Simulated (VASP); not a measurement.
A run of VASP 6.6.1 is set up as follows.

INCAR

```
SYSTEM = ZrS
PREC = Accurate ; ENCUT = 520
EDIFF = 1E-7 ; ISMEAR = 0
SIGMA = 0.15 ; LREAL = .FALSE.
LASPH = .TRUE. ; NELM = 60
ALGO = Normal ; ISIF = 2
LWAVE = .FALSE. ; LCHARG = .FALSE.
NBANDS = 16
```

The input KPOINTS:

```
regular mesh
0
G
  16 16 16
  0 0 0
```

The input POSCAR:

```
ZrS
1.0
    0.0000000000      2.4028323044      2.4028323044
    2.4028323044      0.0000000000      2.4028323044
    2.4028323044      2.4028323044      0.0000000000
Zr S
1 1
Direct
    0.0000000000      0.0000000000      0.0000000000
    0.5000000000      0.5000000000      0.5000000000
```

Potentials or basis: VASP PAW LDA potentials, release 64 (Zr_sv, S).

The run is started by

```console
$ cat potpaw_LDA.64/Zr_sv/POTCAR potpaw_LDA.64/S/POTCAR > POTCAR
$ mpirun -np 1 vasp_std > vasp.out
```

**Question.** Predict the band gap on the k mesh.

**Answer.** Zero (bands 9 and 10 overlap by 4.22 eV).

**Question.** Predict the pressure.

**Answer.** 47.9 GPa.

Caveat: the cell stands under pressure.
